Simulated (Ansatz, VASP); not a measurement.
## One calculation of Ir, two programs

POSCAR

```
Ir
1.0
   -1.5842311660      1.5842311660      1.5842311660
    1.5842311660     -1.5842311660      1.5842311660
    1.5842311660      1.5842311660     -1.5842311660
Ir
1
Direct
    0.0000000000      0.0000000000      0.0000000000
```

INCAR.step1

```
PREC = Accurate
ENCUT = 520
ISMEAR = -1
SIGMA = 0.1
LREAL = F
LASPH = T
NELM = 80
NBANDS = 10
GGA = PE
ALGO = Normal
EDIFF = 1E-4
LWAVE = T
LCHARG = F
```

INCAR.step2

```
PREC = Accurate
ENCUT = 520
EDIFF = 1E-6
ISMEAR = -1
SIGMA = 0.1
LREAL = F
LASPH = T
NELM = 80
ALGO = Normal
ISIF = 2
LWAVE = F
LCHARG = F
METAGGA = R2SCAN
LMIXTAU = T
NBANDS = 10
ISTART = 1
```

The input KPOINTS:

```
Automatic mesh
0
Gamma
  16 16 16
```

Input for Ansatz:

```yaml
crystal:
  lattice:
    - [-1.584231166, 1.584231166, 1.584231166]
    - [1.584231166, -1.584231166, 1.584231166]
    - [1.584231166, 1.584231166, -1.584231166]
  atoms:
    - { symbol: Ir, position: [0.0, 0.0, 0.0] }
hamiltonian:
  xc: r2scan
  pseudopotentials:
    kind: paw
    azcp:
      Ir: "pseudopotentials/Ir.paw.azcp"
basis:
  ecutwfc: 500
  fft_grid_basis: typed
kpoints:
  mp_grid: { grid: [16, 16, 16], shift: [0, 0, 0] }
magnetization:
  spin_polarized: false
scf:
  occupations: { method: fermi_dirac, width: 0.1 }
  lower_state_search: "off"
output:
  stress: true
  write_density: true
  write_potential: true
  elf: true
  volumetric_format: npy
```

Alike in both runs: task single point; functional r2SCAN; k mesh 16 × 16 × 16; occupations fermi-dirac, width 0.1 eV; no spin polarisation.

|  | VASP | Ansatz |
| --- | --- | --- |
| version | VASP 6.6.1 | Ansatz 0.2.0 |
| potentials or method | VASP PAW PBE potentials, release 64 (Ir), cutoff 520 eV | plane waves (500 eV) with PAW, scalar-relativistic |
| valence electrons in the cell | 9 | 17 |

|  | VASP | Ansatz | Ansatz less VASP |
| --- | --- | --- | --- |
| pressure (GPa) | -19.4 | -20.9 | -1.53 |

VASP's potentials were made for PBE, not for r2SCAN. With one functional, cell and mesh, what is left measures potentials, basis and numerics. VASP's potentials hold 9 valence electrons a cell and Ansatz's 17, so a difference there can come from the potentials and not from the codes.

Neither program's run includes spin-orbit coupling.
